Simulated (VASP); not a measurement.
## Ta: single point with PBEsol

Crystal: Ta.

```xyz
1
Lattice="-1.5687 1.5687 1.6926 1.5687 -1.5687 1.6926 1.5687 1.5687 -1.6926" Properties=species:S:1:pos:R:3 pbc="T T T"
Ta    0.0000    0.0000    0.0000
```

This cell differs from its parent crystal: strain -0.050 along x and y, +0.025 along z.

```json
{"Program": "VASP 6.6.1", "Task": "single point", "Functional": "PBEsol", "Potentials or basis": "VASP PAW PBE potentials, release 64 (Ta_pv)", "Cutoff": "520 eV", "k mesh": "20 × 20 × 20", "Occupations": "gaussian, width 0.15 eV", "Spin": "no spin polarisation"}
```

```json
{
 "Pressure": "14.6 GPa",
 "Band gap on the k mesh": "zero (an odd number of electrons rules out a gap without spin polarisation)"
}
```

Stress tensor (GPa, compression positive):
```
17.92  0.00  0.00
 0.00 17.92  0.00
 0.00  0.00  7.90
```

Levels at points of the mesh, in eV from the Fermi level:
| k point | band 3 | band 4 | band 5 | band 6 | band 7 | band 8 |
| --- | --- | --- | --- | --- | --- | --- |
| (0.00, 0.00, 0.00) | -32.72 | -8.24 | 0.42 | 0.42 | 1.42 | 3.49 |
| (0.50, 0.00, 0.00) | -32.73 | -4.77 | -1.43 | 1.81 | 3.38 | 5.45 |
| (0.50, 0.50, 0.00) | -32.81 | -4.77 | -2.47 | 2.41 | 5.13 | 5.82 |
| (0.50, 0.50, 0.50) | -33.68 | -4.45 | -4.18 | 7.27 | 7.62 | 7.62 |

Wall time 2.8 min on 1 thread of Intel Xeon 8259CL, on a shared host, peak memory 0.24 GiB.

Caveat: the cell differs from its parent crystal (strain -0.050 along x and y, +0.025 along z); the cell stands under pressure; the PAW data sets were made with another functional, which shifts forces and pressure a little; spin-orbit coupling is left out, which moves the levels of the heavy elements.
